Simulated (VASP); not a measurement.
AlO5, 6 atoms in the cell. It takes space group R-3m (No. 166, trigonal). The conventional cell has a = 5.243 Å, b = 5.243 Å, c = 8.897 Å, α = 90.00°, β = 90.00°, γ = 120.00°. Within 2.6 Å of Al (site symmetry -3m) lie 8 O at 1.96 to 2.12 Å. O (site symmetry 2/m) has 2 O at 1.59 Å and 2 Al at 2.12 Å within 2.2 Å. O (site symmetry 3m) has 3 O at 1.59 Å and 1 Al at 1.96 Å within 2.1 Å. The cell was generated, and may not be a known phase.

| Property | Result |
| --- | --- |
| Program | VASP 6.6.1 |
| Task | relaxation of cell and atoms |
| Functional | PBE |
| Potentials or basis | VASP PAW PBE potentials, release 64 (Al, O) |
| Cutoff | 600 eV |
| k mesh | 6 × 6 × 6 |
| Occupations | gaussian, width 0.1 eV |
| Spin | no spin polarisation |
| Dipole correction | no |
| Further INCAR settings | ALGO = Normal; EDIFF = 1e-07; IBRION = 2; EDIFFG = -0.04; NSW = 90; ISIF = 3 |

Potentials or basis: VASP PAW PBE potentials, release 64 (Al, O).

Launch:

```sh
$ cat potpaw_PBE.64/Al/POTCAR potpaw_PBE.64/O/POTCAR > POTCAR
$ mpirun -np 1 vasp_std > vasp.out
```

Hardware: 1 thread of Intel Xeon 8259CL (shared host).

How long does it take, and how much memory?

Wall time 14 min on 1 thread of Intel Xeon 8259CL (shared host), peak memory 0.24 GiB. Counts: scf iterations 157, k points 32, ion steps 15.
